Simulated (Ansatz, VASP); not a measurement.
# One calculation of CsH, two programs

```xyz
2
Lattice="0.0000 3.0511 3.0511 3.0511 0.0000 3.0511 3.0511 3.0511 0.0000" Properties=species:S:1:pos:R:3 pbc="T T T"
Cs    0.0000    0.0000    0.0000
H     3.0511    3.0511    3.0511
```

Alike in both runs: functional LDA; k mesh 8 × 8 × 8; occupations gaussian, width 0.02 eV; no spin polarisation.

Ansatz relaxed the structure, and its values are those at the end. VASP's run is a single point on that final structure, the one shown.

|  | VASP | Ansatz |
| --- | --- | --- |
| version | VASP 6.6.1 | Ansatz 0.2.0 |
| potentials or method | VASP PAW LDA potentials, release 64 (Cs_sv, H), cutoff 520 eV | scalar-relativistic, plane waves, PAW |
| valence electrons in the cell | 10 | 10 |

VASP gave:

| Quantity | Value |
| --- | --- |
| gap on the k mesh at the Fermi level (eV) | 1.73 |
| least direct gap on the mesh (eV) | 1.73 |
| pressure (GPa) | 0.0 |

Q: Estimate Ansatz's values.

A: gap on the k mesh at the Fermi level (eV): 1.75; least direct gap on the mesh (eV): 1.75; pressure (GPa): 0.0.

LDA's correlation is that of Perdew and Zunger in VASP and of Perdew and Wang (1992) in Ansatz.

Spin-orbit coupling is off throughout.
